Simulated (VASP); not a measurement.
# Ta3Br (Pm-3m) in VASP: a series of runs, part 2 of 2

VASP 6.6.1.

## (4) Relaxation of cell and atoms, r2SCAN

This run uses another cell than the first one, of 19.47 Å³/atom, 1.052 times its volume.

POSCAR reads:

```
Ta3Br
1.0
    4.2704980000      0.0000000000      0.0000000000
    0.0000000000      4.2704980000      0.0000000000
    0.0000000000      0.0000000000      4.2704980000
Ta Br
3 1
Direct
    0.0000000000      0.5000000000      0.5000000000
    0.5000000000      0.0000000000      0.5000000000
    0.5000000000      0.5000000000      0.0000000000
    0.0000000000      0.0000000000      0.0000000000
```

INCAR.step1 reads:

```
PREC = Accurate ; ENCUT = 600
ISMEAR = 0 ; SIGMA = 0.1
LREAL = F ; LASPH = T
NELM = 60 ; GGA = PE
ALGO = Normal ; EDIFF = 1E-4
LWAVE = T ; LCHARG = F
```

INCAR.step2 reads:

```
PREC = Accurate ; ENCUT = 600
EDIFF = 1E-6 ; ISMEAR = 0
SIGMA = 0.1 ; LREAL = F
LASPH = T ; NELM = 60
ALGO = Normal ; ISIF = 3
LWAVE = F ; LCHARG = F
METAGGA = R2SCAN ; LMIXTAU = T
IBRION = 2 ; NSW = 90
EDIFFG = -0.04 ; ISTART = 1
```

KPOINTS reads:

```
Automatic mesh
0
Gamma
  4 4 4
```

Potentials or basis: VASP PAW PBE potentials, release 64 (Ta_pv, Br).

The run is started by

```sh
$ cat potpaw_PBE.64/Ta_pv/POTCAR potpaw_PBE.64/Br/POTCAR > POTCAR
$ cp INCAR.step1 INCAR
$ mpirun -np 1 vasp_std > vasp.out
$ cp INCAR.step2 INCAR
$ mpirun -np 1 vasp_std > vasp.out
```

OUTCAR:

```text
PREC = Accurate
   ENCUT = 600
   EDIFF = 1E-6
   ISMEAR = 0
   LREAL = F
   LASPH = T
   NELM = 60
   ISIF = 3
   METAGGA = R2SCAN
   IBRION = 2
   NSW = 90
   EDIFFG = -0.04
   ISTART = 1

 ion  position               nearest neighbor table
   1  0.000  0.500  0.500-   2 3.02   3 3.02   4 3.02   3 3.02   4 3.02   2 3.02   4 3.02   4 3.02
                             2 3.02   3 3.02   3 3.02   2 3.02
   2  0.500  0.000  0.500-   1 3.02   3 3.02   4 3.02   3 3.02   4 3.02   1 3.02   3 3.02   3 3.02
                             1 3.02   4 3.02   4 3.02   1 3.02
   3  0.500  0.500  0.000-   1 3.02   2 3.02   4 3.02   1 3.02   2 3.02   2 3.02   4 3.02   2 3.02
                             1 3.02   4 3.02   1 3.02   4 3.02
   4  0.000  0.000  0.000-   1 3.02   2 3.02   3 3.02   1 3.02   2 3.02   1 3.02   3 3.02   1 3.02
                             2 3.02   3 3.02   2 3.02   3 3.02

  LATTYP: Found a simple cubic cell.
 ALAT       =     4.2704980000
[... 179 lines left out ...]
  -------------------------------------------------------------------------------------
  Total       -3.0678608     -3.0678608     -3.0678608      0.0000000      0.0000000      0.0000000
  in kB      -63.1118148    -63.1118148    -63.1118148      0.0000000      0.0000000      0.0000000
  external PRESSURE =     -63.1118148 kB  Pullay stress =       0.0000000 kB
[... 63 lines left out ...]
--------------------------------------- Ionic step        3  -------------------------------------------

 number of electron      40.0000006 magnetization

 Free energy of the ion-electron system (eV)
  ---------------------------------------------------
  ext. energy  EPLUGINS =         0.00000000
  ---------------------------------------------------
  free energy    TOTEN  =      -155.37512271 eV

  energy without entropy =     -155.35523109  energy(sigma->0) =     -155.36517690

 E-fermi :   6.6721     XC(G=0): -13.1142

 val. band max:        6.6259632741   @ k =   0.5000   0.2500   0.2500
 cond. band min:       6.7092694140   @ k =   0.5000   0.0000   0.0000
 fundamental gap:      0.0833061399
 Fermi energy:         6.6721015778

 k-point     1 :       0.0000    0.0000    0.0000
  band No.  band energies     occupation
      1     -29.4076      2.00000
      2     -29.4076      2.00000
      3     -29.4076      2.00000
      4     -29.0210      2.00000
      5     -29.0210      2.00000
      6     -29.0210      2.00000
[... 290 lines left out ...]
  FREE ENERGIE OF THE ION-ELECTRON SYSTEM (eV)
  ---------------------------------------------------
  free  energy   TOTEN  =      -155.3751227102 eV

  energy  without entropy=     -155.3552310923  energy(sigma->0) =     -155.36517690

 reached required accuracy - stopping structural energy minimisation
```

OSZICAR.step1:

```text
N       E                     dE             d eps       ncg     rms          rms(c)
DAV:   1     0.371537696618E+03    0.37154E+03   -0.24004E+04   480   0.186E+03
DAV:   2    -0.166387763046E+02   -0.38818E+03   -0.38550E+03   544   0.479E+02
DAV:   3    -0.344603924488E+02   -0.17822E+02   -0.17539E+02   640   0.813E+01
DAV:   4    -0.350430827712E+02   -0.58269E+00   -0.57838E+00   616   0.136E+01
DAV:   5    -0.350598702060E+02   -0.16787E-01   -0.16775E-01   672   0.175E+00    0.314E+01
DAV:   6    -0.339292534163E+02    0.11306E+01   -0.16308E+00   584   0.846E+00    0.196E+01
DAV:   7    -0.336791200182E+02    0.25013E+00   -0.17269E+00   560   0.911E+00    0.417E+00
DAV:   8    -0.336605144957E+02    0.18606E-01   -0.11139E-01   552   0.216E+00    0.977E-01
DAV:   9    -0.336605040621E+02    0.10434E-04   -0.64967E-03   624   0.505E-01    0.456E-01
DAV:  10    -0.336604223613E+02    0.81701E-04   -0.41094E-04   504   0.974E-02
   1 F= -.33660422E+02 E0= -.33653977E+02  d E =-.128915E-01
```

Run time: 2.5 min. Hardware: 1 thread of Intel Xeon 6975P-C (Granite Rapids), shared host; peak memory 0.23 GiB.

Results:

```yaml
Free_energy: -155.3751 eV
Relaxed_volume: 18.58 Å³/atom
Relaxed_cell: a = 4.205 Å, b = 4.205 Å, c = 4.205 Å, α = 90.00°, β = 90.00°, γ = 90.00°
Space_group_after_relaxing_to_0.05_Å: Pm-3m (No. 221)
Energy_gained_by_relaxing: 18.1 meV/atom
Ionic_steps: 3
Pressure_after_relaxing: 0.0 GPa
Band_gap_on_the_k_mesh: zero (band 20 reaches 6.99 eV, above the bottom of band 21 at 6.60 eV)
```

The path:
```csv
step,energy change (eV),largest force (eV/Å),pressure (GPa),volume (Å³)
1,0.0000,0.0000,-6.31,77.88
2,0.0785,0.0000,10.91,69.55
3,-0.0726,0.0000,-0.04,74.33
```

Final structure:
```xyz
4
Lattice="4.2046 0.0000 0.0000 0.0000 4.2046 0.0000 0.0000 0.0000 4.2046" Properties=species:S:1:pos:R:3 pbc="T T T"
Ta    0.0000    2.1023    2.1023
Ta    2.1023    0.0000    2.1023
Ta    2.1023    2.1023    0.0000
Br    0.0000    0.0000    0.0000
```

Levels at points of the mesh, in eV from the Fermi level:
```csv
k point,band 17,band 18,band 19,band 20,band 21,band 22,band 23,band 24
"(0.00, 0.00, 0.00)",-3.15,-3.15,-3.15,-2.21,1.56,1.56,1.56,4.24
"(0.50, 0.00, 0.00)",-1.92,-0.78,-0.62,-0.62,0.04,0.53,0.53,1.32
"(0.50, 0.50, 0.00)",-1.72,-0.47,-0.47,0.32,0.85,0.85,1.02,1.26
"(0.50, 0.50, 0.50)",-0.60,-0.33,-0.33,-0.33,0.32,1.39,1.39,1.39
```

Caveat: the k points lie up to 0.37 Å⁻¹ apart in the final cell; the PAW data sets were made with another functional, which shifts forces and pressure a little; spin-orbit coupling is left out, which moves the levels of the heavy elements.

## (5) Single point, r2SCAN

POSCAR reads:

```
Ta3Br
1.0
    4.1971695436      0.0000000000      0.0000000000
    0.0000000000      4.1971695436      0.0000000000
    0.0000000000      0.0000000000      4.1971695436
Ta Br
3 1
Direct
    0.0000000000      0.5000000000      0.5000000000
    0.5000000000      0.0000000000      0.5000000000
    0.5000000000      0.5000000000      0.0000000000
    0.0000000000      0.0000000000      0.0000000000
```

INCAR.step1 reads:

```
SYSTEM = Ta3Br
PREC = Accurate
ENCUT = 520
ISMEAR = 0
SIGMA = 0.1
LREAL = .FALSE.
LASPH = .TRUE.
NELM = 100
NBANDS = 28
GGA = PE
ALGO = Normal
EDIFF = 1E-4
LWAVE = .TRUE.
LCHARG = .FALSE.
```

INCAR.step2 reads:

```
SYSTEM = Ta3Br
PREC = Accurate
ENCUT = 520
EDIFF = 1E-6
ISMEAR = 0
SIGMA = 0.1
LREAL = .FALSE.
LASPH = .TRUE.
NELM = 100
ALGO = Normal
ISIF = 2
LWAVE = .FALSE.
LCHARG = .TRUE.
METAGGA = R2SCAN
LMIXTAU = .TRUE.
LELF = .TRUE.
LVHAR = .TRUE.
NBANDS = 28
ISTART = 1
```

KPOINTS reads:

```
Automatic mesh
0
G
  12 12 12
  0 0 0
```

Potentials or basis: VASP PAW PBE potentials, release 64 (Ta_pv, Br).

The run is started by

```sh
$ cat potpaw_PBE.64/Ta_pv/POTCAR potpaw_PBE.64/Br/POTCAR > POTCAR
$ cp INCAR.step1 INCAR
$ mpirun -np 1 vasp_std > vasp.out
$ cp INCAR.step2 INCAR
$ mpirun -np 1 vasp_std > vasp.out
```

OUTCAR:

```text
SYSTEM = Ta3Br
   PREC = Accurate
   ENCUT = 520
   EDIFF = 1E-6
   ISMEAR = 0
   LREAL = .FALSE.
   LASPH = .TRUE.
   NELM = 100
   ISIF = 2
   METAGGA = R2SCAN
   ISTART = 1

 ion  position               nearest neighbor table
   1  0.000  0.500  0.500-   2 2.97   3 2.97   4 2.97   3 2.97   4 2.97   2 2.97   4 2.97   4 2.97
                             2 2.97   3 2.97   3 2.97   2 2.97
   2  0.500  0.000  0.500-   1 2.97   3 2.97   4 2.97   3 2.97   4 2.97   1 2.97   3 2.97   3 2.97
                             1 2.97   4 2.97   4 2.97   1 2.97
   3  0.500  0.500  0.000-   1 2.97   2 2.97   4 2.97   1 2.97   2 2.97   2 2.97   4 2.97   2 2.97
                             1 2.97   4 2.97   1 2.97   4 2.97
   4  0.000  0.000  0.000-   1 2.97   2 2.97   3 2.97   1 2.97   2 2.97   1 2.97   3 2.97   1 2.97
                             2 2.97   3 2.97   2 2.97   3 2.97

  LATTYP: Found a simple cubic cell.
 ALAT       =     4.1971695436

  Lattice vectors:

 A1 = (   4.1971695436,   0.0000000000,   0.0000000000)
 A2 = (   0.0000000000,   4.1971695436,   0.0000000000)
[... 174 lines left out ...]
  ---------------------------------------------------
  ext. energy  EPLUGINS =         0.00000000
  ---------------------------------------------------
  free energy    TOTEN  =      -155.51473027 eV

  energy without entropy =     -155.50484909  energy(sigma->0) =     -155.50978968

 E-fermi :   6.8532     XC(G=0): -13.1544

 val. band max:        6.8400157217   @ k =   0.5000   0.1667   0.0833
 cond. band min:       6.8563068879   @ k =   0.3333   0.3333   0.0000
 fundamental gap:      0.0162911662
 Fermi energy:         6.8531694854

 k-point     1 :       0.0000    0.0000    0.0000
  band No.  band energies     occupation
      1     -29.3595      2.00000
      2     -29.3595      2.00000
      3     -29.3595      2.00000
      4     -28.9627      2.00000
      5     -28.9627      2.00000
      6     -28.9627      2.00000
[... 733 lines left out ...]
     27       9.7276      0.00000
     28       9.8358      0.00000

 [... further k-points ...]
[... 5 lines left out ...]
  --------------------------------------------------------------------------------------
  -------------------------------------------------------------------------------------
  Total        0.2173693      0.2173693      0.2173693     -0.0000000     -0.0000000      0.0000000
  in kB        4.7101992      4.7101992      4.7101992     -0.0000000     -0.0000000      0.0000000
  external PRESSURE =       4.7101992 kB  Pullay stress =       0.0000000 kB

 VOLUME and BASIS-vectors are now :
 -----------------------------------------------------------------------------
  energy-cutoff  :      520.00
  volume of cell :       73.94
      direct lattice vectors                 reciprocal lattice vectors
     4.197169544  0.000000000  0.000000000     0.238255803  0.000000000  0.000000000
     0.000000000  4.197169544  0.000000000     0.000000000  0.238255803  0.000000000
     0.000000000  0.000000000  4.197169544     0.000000000  0.000000000  0.238255803

 POSITION                                       TOTAL-FORCE (eV/Angst)
 -----------------------------------------------------------------------------------
      0.00000      2.09858      2.09858         0.000000      0.000000      0.000000
      2.09858      0.00000      2.09858         0.000000      0.000000      0.000000
      2.09858      2.09858      0.00000         0.000000      0.000000      0.000000
      0.00000      0.00000      0.00000         0.000000      0.000000      0.000000
 -----------------------------------------------------------------------------------
    total drift:                                0.000000     -0.000000     -0.000000

  FREE ENERGIE OF THE ION-ELECTRON SYSTEM (eV)
  ---------------------------------------------------
  free  energy   TOTEN  =      -155.5147302717 eV

  energy  without entropy=     -155.5048490860  energy(sigma->0) =     -155.50978968
```

OSZICAR.step1:

```text
N       E                     dE             d eps       ncg     rms          rms(c)
DAV:   1     0.351704372802E+03    0.35170E+03   -0.22007E+04  4704   0.144E+03
DAV:   2    -0.194502992697E+02   -0.37115E+03   -0.36307E+03  5408   0.409E+02
DAV:   3    -0.348851199695E+02   -0.15435E+02   -0.14989E+02  5952   0.740E+01
DAV:   4    -0.352059500503E+02   -0.32083E+00   -0.31828E+00  5984   0.970E+00
DAV:   5    -0.352105279251E+02   -0.45779E-02   -0.45723E-02  5844   0.107E+00    0.333E+01
DAV:   6    -0.340999683612E+02    0.11106E+01   -0.14762E+00  5496   0.705E+00    0.209E+01
DAV:   7    -0.338531047317E+02    0.24686E+00   -0.16256E+00  5696   0.784E+00    0.461E+00
DAV:   8    -0.338334568645E+02    0.19648E-01   -0.89229E-02  5444   0.169E+00    0.130E+00
DAV:   9    -0.338324249996E+02    0.10319E-02   -0.89254E-03  6124   0.595E-01    0.357E-01
DAV:  10    -0.338323782188E+02    0.46781E-04   -0.17423E-04  4832   0.804E-02
   1 F= -.33832378E+02 E0= -.33828083E+02  d E =-.859105E-02
```

It took 3.2 min on 1 thread of Intel Xeon 6975P-C (Granite Rapids), shared host; peak memory 0.28 GiB.

What came out:

- Free energy: -155.5147 eV
- Pressure: 0.5 GPa
- Band gap on the k mesh: zero (band 20 reaches 7.25 eV, above the bottom of band 21 at 6.44 eV)

Caveat: the PAW data sets were made with another functional, which shifts forces and pressure a little; spin-orbit coupling is left out, which moves the levels of the heavy elements.

## (6) The runs side by side

| task | cell | k mesh | cutoff (eV) | gap on the mesh (eV) | pressure (GPa) |
| --- | --- | --- | --- | --- | --- |
| single point | a = 4.199 Å, 4 atoms | 4 × 4 × 4 | 520 | none | 0.5 |
| single point | a = 4.270 Å, 4 atoms | 4 × 4 × 4 | 520 | none | -6.3 |
| relaxation of cell and atoms | relaxed from a = 4.270 Å, 4 atoms | 4 × 4 × 4 | 600 | none | 0.0 |
| single point | a = 4.197 Å, 4 atoms | 12 × 12 × 12 | 520 | none | 0.5 |

Alike in all rows: level r2SCAN; potentials or basis VASP PAW PBE potentials, release 64 (Ta_pv, Br); no spin polarisation; smearing gaussian 0.1 eV.

Caveats: some runs use coarse meshes; the PAW data sets were made with another functional, which shifts forces and pressure a little; spin-orbit coupling is left out, which moves the levels of the heavy elements.

Absolute energies hang on the potentials; compare differences alone.
